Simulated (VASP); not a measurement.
# Bi (P6_3/mmc) in VASP: a series of runs

Bi is run at these levels: PBE; tasks: relaxation of shape and atoms at fixed volume, single point.

Everything below comes from runs of VASP 6.6.1. Logs are shortened: lines on timing, memory, paths and dates and some standing lists are left out, and cuts for length are marked.

## 1. The cell of the first run

Symmetry: P6_3/mmc, No. 194, hexagonal system. Conventional cell: a = 3.444 Å, b = 3.444 Å, c = 5.678 Å, α = 90.00°, β = 90.00°, γ = 120.00°. Bi (site symmetry -6m2) has 12 Bi at 3.44 to 3.47 Å within 4.5 Å.

## 2. Relaxation of shape and atoms at fixed volume, PBE

Input file INCAR:

```
PREC = Accurate
ENCUT = 600
EDIFF = 1E-6
ISMEAR = -1
SIGMA = 0.05
LREAL = F
LASPH = T
NELM = 100
ALGO = Normal
ISIF = 4
LWAVE = F
LCHARG = F
GGA = PE
IBRION = 2
NSW = 50
EDIFFG = -0.005
```

Input file KPOINTS:

```
regular mesh
0
Gamma
  14 14 8
```

Input file POSCAR:

```
Bi
1.0
    3.4441966856      0.0000000000      0.0000000000
   -1.7220983428      2.9827618254      0.0000000000
    0.0000000000      0.0000000000      5.6782084606
Bi
2
Direct
    0.3333333333      0.6666666667      0.2500000000
    0.6666666667      0.3333333333      0.7500000000
```

Potentials or basis: VASP PAW PBE potentials, release 64 (Bi_d).

Launch:

```console
cat potpaw_PBE.64/Bi_d/POTCAR > POTCAR
mpirun -np 1 vasp_std > vasp.out
```

OUTCAR:

```text
PREC = Accurate
   ENCUT = 600
   EDIFF = 1E-6
   ISMEAR = -1
   LREAL = F
   LASPH = T
   NELM = 100
   ISIF = 4
   GGA = PE
   IBRION = 2
   NSW = 50
   EDIFFG = -0.005

 ion  position               nearest neighbor table
   1  0.333  0.667  0.250-   2 3.47   2 3.47   2 3.47   2 3.47   2 3.47   2 3.47
   2  0.667  0.333  0.750-   1 3.47   1 3.47   1 3.47   1 3.47   1 3.47   1 3.47

  LATTYP: Found a hexagonal cell.
 ALAT       =     3.4441966856
 C/A-ratio  =     1.6486307197

  Lattice vectors:

 A1 = (   3.4441966856,   0.0000000000,   0.0000000000)
 A2 = (  -1.7220983428,   2.9827618254,   0.0000000000)
 A3 = (   0.0000000000,   0.0000000000,   5.6782084606)

Analysis of symmetry for initial positions (statically):
=====================================================================
 Subroutine PRICEL returns:
 Original cell was already a primitive cell.

 Routine SETGRP: Setting up the symmetry group for a
 hexagonal supercell.

 Subroutine GETGRP returns: Found 24 space group operations
 (whereof 12 operations were pure point group operations)
 out of a pool of 24 trial point group operations.

The static configuration has the point symmetry D_3d.
 The point group associated with its full space group is D_6h.

Analysis of symmetry for dynamics (positions and initial velocities):
=====================================================================
 Subroutine PRICEL returns:
 Original cell was already a primitive cell.

 Routine SETGRP: Setting up the symmetry group for a
 hexagonal supercell.

 Subroutine GETGRP returns: Found 24 space group operations
 (whereof 12 operations were pure point group operations)
 out of a pool of 24 trial point group operations.

The dynamic configuration has the point symmetry D_3d.
 The point group associated with its full space group is D_6h.

 Subroutine INISYM returns: Found 24 space group operations
 (whereof 12 operations are pure point group operations),
 and found     1 'primitive' translations

----------------------------------------------------------------------------------------

                                     Primitive cell

  volume of cell :      58.3335

  direct lattice vectors                    reciprocal lattice vectors
     3.444196686  0.000000000  0.000000000     0.290343465  0.167629878  0.000000000
    -1.722098343  2.982761825  0.000000000     0.000000000  0.335259755  0.000000000
     0.000000000  0.000000000  5.678208461     0.000000000  0.000000000  0.176111886

  length of vectors
     3.444196686  3.444196686  5.678208461     0.335259755  0.335259755  0.176111886

  position of ions in fractional coordinates (direct lattice)
     0.333333333  0.666666667  0.250000000
     0.666666667  0.333333333  0.750000000

  ion indices of the primitive-cell ions
   primitive index   ion index
                 1           1
                 2           2

----------------------------------------------------------------------------------------

 KPOINTS: regular mesh

Automatic generation of k-mesh.
 Grid dimensions read from file:
 generate k-points for:   14   14    8

 Generating k-lattice:

  Cartesian coordinates                     Fractional coordinates (reciprocal lattice)
     0.020738819  0.011973563  0.000000000     0.071428571  0.000000000  0.000000000
     0.000000000  0.023947125  0.000000000     0.000000000  0.071428571  0.000000000
     0.000000000  0.000000000  0.022013986     0.000000000  0.000000000  0.125000000

  Length of vectors
     0.023947125  0.023947125  0.022013986

  Shift w.r.t. Gamma in fractional coordinates (k-lattice)
     0.000000000  0.000000000  0.000000000

 Subroutine IBZKPT returns following result:
 ===========================================

 Found    120 irreducible k-points:

 Following reciprocal coordinates:
            Coordinates               Weight
  0.000000  0.000000  0.000000      1.000000
  0.071429  0.000000  0.000000      6.000000
  0.142857 -0.000000  0.000000      6.000000
  0.214286  0.000000  0.000000      6.000000
  0.285714  0.000000  0.000000      6.000000
  0.357143  0.000000  0.000000      6.000000
[... 16 lines left out ...]
  0.285714  0.285714  0.000000      6.000000
  0.357143  0.285714  0.000000      6.000000
 [... further k-points ...]
   k-points           NKPTS =    120   k-points in BZ     NKDIM =    120   number of bands    NBANDS=     19
   number of dos      NEDOS =    301   number of ions     NIONS =      2
   total plane-waves  NPLWV =  37632
   dimension x,y,z NGX =    28 NGY =   28 NGZ =   48
   dimension x,y,z NGXF=    56 NGYF=   56 NGZF=   96
   ions per type =               2
   NGX,Y,Z   is equivalent  to a cutoff of  13.52, 13.52, 14.05 a.u.
   NGXF,Y,Z  is equivalent  to a cutoff of  27.03, 27.03, 28.11 a.u.
 SYSTEM =  unknown system
   PREC   = accura    normal or accurate (medium, high low for compatibility)
   ISTART =      0    job   : 0-new  1-cont  2-samecut
   ICHARG =      2    charge: 1-file 2-atom 10-const
   ISPIN  =      1    spin polarized calculation?
   LNONCOLLINEAR =      F non collinear calculations
   LSORBIT =      F    spin-orbit coupling
   LASPH  =      T    aspherical Exc in radial PAW
   ENCUT  =  600.0 eV  44.10 Ry    6.64 a.u.   6.88  6.88 11.34*2*pi/ulx,y,z
   NELM   =    100;   NELMIN=  2; NELMDL= -5     # of ELM steps
   EDIFF  = 0.1E-05   stopping-criterion for ELM
   LREAL  =      F    real-space projection
   EDIFFG = -.5E-02   stopping-criterion for IOM
   NSW    =     50    number of steps for IOM
   IBRION =      2    ionic relax: 0-MD 1-quasi-New 2-CG
   NFREE  =      1    steps in history (QN), initial steepest desc. (CG)
   ISIF   =      4    stress and relaxation
   ISYM   =      2    0-nonsym 1-usesym 2-fastsym
   POTIM  = 0.5000    time-step for ionic-motion
   TEBEG  =    0.0;   TEEND  =   0.0 temperature during run
   PSTRESS=    0.0 pullay stress
   NELECT =      30.0000    total number of electrons
   NUPDOWN=      -1.0000    fix difference up-down
   EMIN   =  10.00;   EMAX   =-10.00  energy-range for DOS
   EFERMI =   0.00;   METHOD = LEGACY
   ISMEAR =    -1;   SIGMA  =   0.05  broadening in eV -4-tet -1-fermi 0-gaus
   EFERMI_NEDOS =   21; number of points for ismear=-14 and -15
   IALGO  =     38    algorithm
   IMIX   =      4    mixing-type and parameters
     AMIX     =   0.40;   BMIX     =  1.00
     AMIX_MAG =   1.60;   BMIX_MAG =  1.00
  volume/ion in A,a.u.               =      29.17       196.83
  Fermi-wavevector in a.u.,A,eV,Ry     =   1.311624  2.478610 23.406879  1.720357
  Thomas-Fermi vector in A             =   2.442072
   LORBIT       =      0    0 simple, 1 ext, 2 COOP (PROOUT), +10 PAW based schemes
   GGA     = PE    functional components
   LHFCALC =     F    Hartree Fock is set to
   AEXX    =    0.0000 exact exchange contribution
   IVDW    =     0    specifies the selected vdW correction
   LEPSILON=     F    determine dielectric tensor
   LRPA    =     F    only Hartree local field effects (RPA)
 conjugate gradient relaxation of ions
 non-spin polarized calculation
  energy-cutoff  :      600.00
  volume of cell :       58.33
 maximum number of plane-waves:      1970
 NGX is ok and might be reduce to    28

--------------------------------------- Ionic step        1  -------------------------------------------

 number of electron      30.0000001 magnetization

 Free energy of the ion-electron system (eV)
  ---------------------------------------------------
  ext. energy  EPLUGINS =         0.00000000
  ---------------------------------------------------
  free energy    TOTEN  =        -7.42081489 eV

  energy without entropy =       -7.40912874  energy(sigma->0) =       -7.41497182

------------------------ aborting loop because EDIFF is reached ----------------------------------------

  FORCE on cell =-STRESS in cart. coord.  units (eV):
  Direction    XX          YY          ZZ          XY          YZ          ZX
  --------------------------------------------------------------------------------------
  -------------------------------------------------------------------------------------
  Total        1.9459351      1.9459351      1.7641093      0.0000000      0.0000000      0.0000000
  in kB       53.4467228     53.4467229     48.4527262      0.0000000      0.0000000      0.0000000
  external PRESSURE =      51.7820573 kB  Pullay stress =       0.0000000 kB
[... 57 lines left out ...]
  energy  without entropy=       -7.4098815556  energy(sigma->0) =       -7.41554306

--------------------------------------- Ionic step        3  -------------------------------------------

 number of electron      29.9999998 magnetization

 Free energy of the ion-electron system (eV)
  ---------------------------------------------------
  ext. energy  EPLUGINS =         0.00000000
  ---------------------------------------------------
  free energy    TOTEN  =        -7.42129642 eV

  energy without entropy =       -7.41028232  energy(sigma->0) =       -7.41578937

 E-fermi :   8.8636     XC(G=0): -10.6072

 val. band max:        8.8523256706   @ k =   0.2143   0.0714   0.1250
 cond. band min:       8.8841714846   @ k =   0.3571   0.1429   0.3750
 fundamental gap:      0.0318458140
 Fermi energy:         8.8635765010

 k-point     1 :       0.0000    0.0000    0.0000
  band No.  band energies     occupation
      1     -14.3180      2.00000
      2     -14.3120      2.00000
      3     -14.2898      2.00000
      4     -14.2898      2.00000
      5     -14.2786      2.00000
      6     -14.2786      2.00000
[... 11 lines left out ...]
     18      14.3058      0.00000
     19      16.1340      0.00000
[... 489 lines left out ...]
      3     -14.2661      2.00000
      4     -14.2515      2.00000
      5     -14.2495      2.00000
      6     -14.2122      2.00000
[... 11 lines left out ...]
     18       8.6037      1.98900
     19      12.7744      0.00000

 [... further k-points ...]
[... 5 lines left out ...]
  --------------------------------------------------------------------------------------
  -------------------------------------------------------------------------------------
  Total        1.8721412      1.8721412      1.8797823      0.0000000      0.0000000      0.0000000
  in kB       51.4199132     51.4199132     51.6297806      0.0000000      0.0000000      0.0000000
  external PRESSURE =      51.4898690 kB  Pullay stress =       0.0000000 kB
[... 17 lines left out ...]
  FREE ENERGIE OF THE ION-ELECTRON SYSTEM (eV)
  ---------------------------------------------------
  free  energy   TOTEN  =        -7.4212964176 eV

  energy  without entropy=       -7.4102823235  energy(sigma->0) =       -7.41578937

 reached required accuracy - stopping structural energy minimisation
```

It took 1.8 min on 1 thread of Intel Xeon 6975P-C (Granite Rapids), shared host; peak memory 0.28 GiB.

What came out:

| Item | Value |
| --- | --- |
| Free energy | -7.4213 eV |
| Energy gained by relaxing | 0.2 meV/atom |
| Ionic steps | 3 |
| Pressure after relaxing | 5.1 GPa |
| Band gap on the k mesh | zero (band 15 reaches 13.29 eV, above the bottom of band 16 at 6.03 eV) |

Step by step:
| step | energy change (eV) | largest force (eV/Å) | pressure (GPa) | volume (Å³) |
| --- | --- | --- | --- | --- |
| 1 | 0.0000 | 0.0000 | 5.18 | 58.33 |
| 2 | -0.0004 | 0.0000 | 5.16 | 58.33 |
| 3 | -0.0005 | 0.0000 | 5.15 | 58.33 |

Final structure:
```
Bi
1.0
     3.45360    0.00000    0.00000
    -1.72680    2.99090    0.00000
     0.00000    0.00000    5.64734
Bi
2
Cartesian
  0.0000 1.9939 1.4118
  1.7268 0.9970 4.2355
```

Levels at points of the mesh, in eV from the Fermi level:
| k point | band 13 | band 14 | band 15 | band 16 | band 17 | band 18 |
| --- | --- | --- | --- | --- | --- | --- |
| (0.00, 0.00, 0.00) | -5.73 | 3.62 | 3.62 | 5.32 | 5.32 | 5.44 |
| (0.50, 0.00, 0.00) | -4.72 | -3.22 | -2.17 | 0.12 | 0.34 | 3.63 |
| (0.00, 0.00, 0.50) | -1.14 | -1.14 | 4.42 | 4.42 | 4.42 | 4.42 |
| (0.50, 0.00, 0.50) | -5.24 | -5.24 | 1.62 | 1.62 | 1.63 | 1.63 |

Caveat: spin-orbit coupling is left out, which moves the levels of the heavy elements.

## 3. Single point, PBE

This run uses another cell than the first one, of 14.27 Å³/atom, 0.489 times its volume.

Input file INCAR:

```
SYSTEM = Bi
PREC = Accurate ; ENCUT = 520
EDIFF = 1E-7 ; ISMEAR = -1
SIGMA = 0.05 ; LREAL = .False.
LASPH = .True. ; NELM = 80
ALGO = Normal ; ISIF = 2
LWAVE = .False. ; LCHARG = .False.
GGA = PE ; NBANDS = 22
```

Input file KPOINTS:

```
regular mesh
0
Gamma
  14 14 8
  0 0 0
```

Input file POSCAR:

```
Bi
1.0
    2.7429657304      0.0000000000      0.0000000000
   -1.3714828652      2.3754780043      0.0000000000
    0.0000000000      0.0000000000      4.3789616768
Bi
2
Direct
    0.3333333333      0.6666666667      0.2500000000
    0.6666666667      0.3333333333      0.7500000000
```

Potentials or basis: VASP PAW PBE potentials, release 64 (Bi_d).

Launch:

```console
cat potpaw_PBE.64/Bi_d/POTCAR > POTCAR
mpirun -np 1 vasp_std > vasp.out
```

Run time: 70 s. Hardware: 1 thread of AMD EPYC 9R45 (Zen 5), shared host; peak memory 0.15 GiB.

The run converged. Its results:

* Free energy: 6.2738 eV
* Pressure: 269.7 GPa
* Band gap on the k mesh: zero (band 15 reaches 29.48 eV, above the bottom of band 16 at 16.66 eV)

Stress tensor (GPa, compression positive):
```
269.88   0.00   0.00
  0.00 269.88   0.00
  0.00   0.00 269.30
```

Levels at points of the mesh, in eV from the Fermi level:
```tsv
k point	band 11	band 12	band 13	band 14	band 15	band 16	band 17	band 18	band 19	band 20
(0.00, 0.00, 0.00)	-22.87	-12.52	-12.16	6.08	6.79	6.79	7.92	8.18	10.54	10.54
(0.50, 0.00, 0.00)	-14.34	-13.52	-5.71	-5.66	-4.80	-0.92	-0.52	5.87	6.37	6.82
(0.00, 0.00, 0.50)	-20.28	-20.28	-0.33	-0.33	6.15	6.15	8.03	8.03	8.03	8.03
(0.50, 0.00, 0.50)	-12.25	-12.25	-10.72	-10.72	2.29	2.29	3.68	3.68	6.05	6.05
```

Caveat: spin-orbit coupling is left out, which moves the levels of the heavy elements.

## 4. Single point, PBE

Input file INCAR:

```
PREC = Accurate
ENCUT = 520
EDIFF = 1E-7
ISMEAR = -1
SIGMA = 0.05
LREAL = False
LASPH = True
NELM = 60
ALGO = Normal
ISIF = 2
LWAVE = False
LCHARG = False
GGA = PE
NBANDS = 22
```

Input file KPOINTS:

```
regular mesh
0
Gamma
  14 14 8
```

POSCAR is that of step 3.

Launch:

```console
cat potpaw_PBE.64/Bi_d/POTCAR > POTCAR
mpirun -np 1 vasp_std > vasp.out
```

Run time: 71 s. Hardware: 1 thread of AMD EPYC 9R45 (Zen 5), shared host; peak memory 0.15 GiB.

Results (log left out):

| Item | Value |
| --- | --- |
| Free energy | 6.2738 eV |
| Pressure | 269.7 GPa |
| Band gap on the k mesh | zero (band 15 reaches 29.48 eV, above the bottom of band 16 at 16.66 eV) |

Stress tensor (GPa, compression positive):
```
269.88   0.00   0.00
  0.00 269.88   0.00
  0.00   0.00 269.30
```

Levels at points of the mesh, in eV from the Fermi level:
```tsv
k point	band 12	band 13	band 14	band 15	band 16	band 17	band 18	band 19
(0.00, 0.00, 0.00)	-12.52	-12.16	6.08	6.79	6.79	7.92	8.18	10.54
(0.50, 0.00, 0.00)	-13.52	-5.71	-5.66	-4.80	-0.92	-0.52	5.87	6.37
(0.00, 0.00, 0.50)	-20.28	-0.33	-0.33	6.15	6.15	8.03	8.03	8.03
(0.50, 0.00, 0.50)	-12.25	-10.72	-10.72	2.29	2.29	3.68	3.68	6.05
```

Caveat: spin-orbit coupling is left out, which moves the levels of the heavy elements.

## 5. Single point, PBE

This run uses another cell than the first one, of 16.49 Å³/atom, 0.565 times its volume.

Input file INCAR:

```
SYSTEM = Bi
PREC = Accurate
ENCUT = 520
EDIFF = 1E-6
ISMEAR = -1
SIGMA = 0.05
LREAL = .FALSE.
LASPH = .TRUE.
NELM = 80
ALGO = Normal
ISIF = 2
LWAVE = .FALSE.
LCHARG = .FALSE.
GGA = PE
NBANDS = 22
```

Input file KPOINTS:

```
Automatic mesh
0
G
  14 14 8
  0 0 0
```

Input file POSCAR:

```
Bi
1.0
    2.8637575165      0.0000000000      0.0000000000
   -1.4318787583      2.4800867596      0.0000000000
    0.0000000000      0.0000000000      4.6422684777
Bi
2
Direct
    0.3333333333      0.6666666667      0.2500000000
    0.6666666667      0.3333333333      0.7500000000
```

Launch:

```console
cat potpaw_PBE.64/Bi_d/POTCAR > POTCAR
mpirun -np 1 vasp_std > vasp.out
```

It took 71 s on 1 thread of AMD EPYC 9R45 (Zen 5), shared host; peak memory 0.16 GiB.

It converged, with:

| Property | Result |
| --- | --- |
| Free energy | 0.5189 eV |
| Pressure | 156.8 GPa |
| Band gap on the k mesh | zero (band 15 reaches 26.16 eV, above the bottom of band 16 at 13.76 eV) |

Stress tensor (GPa, compression positive):
```
156.98   0.00   0.00
  0.00 156.98   0.00
  0.00   0.00 156.56
```

Levels at points of the mesh, in eV from the Fermi level:
```tsv
k point	band 13	band 14	band 15	band 16	band 17	band 18
(0.00, 0.00, 0.00)	-10.54	6.38	6.38	7.09	8.46	8.54
(0.50, 0.00, 0.00)	-5.91	-5.22	-4.17	-0.47	-0.29	5.97
(0.00, 0.00, 0.50)	-0.79	-0.79	7.16	7.16	7.72	7.72
(0.50, 0.00, 0.50)	-9.50	-9.50	2.34	2.34	3.26	3.26
```

Caveat: spin-orbit coupling is left out, which moves the levels of the heavy elements.

## 6. Overview

```csv
task,cell,cutoff (eV),gap on the mesh (eV),pressure (GPa)
relaxation of shape and atoms at fixed volume,"relaxed from a = 3.444, b = 3.444, c = 5.678 Å, angles 90.0, 90.0, 120.0°, 2 atoms",600,none,5.1
single point,"a = 2.743, b = 2.743, c = 4.379 Å, angles 90.0, 90.0, 120.0°, 2 atoms",520,none,269.7
single point,"a = 2.864, b = 2.864, c = 4.642 Å, angles 90.0, 90.0, 120.0°, 2 atoms",520,none,156.8
```

Alike in all rows: level PBE; potentials or basis VASP PAW PBE potentials, release 64 (Bi_d); no spin polarisation; k mesh 14 × 14 × 8; smearing fermi-dirac 0.05 eV.

Caveats: spin-orbit coupling is left out, which moves the levels of the heavy elements.

Absolute energies hang on the potentials; compare differences alone.
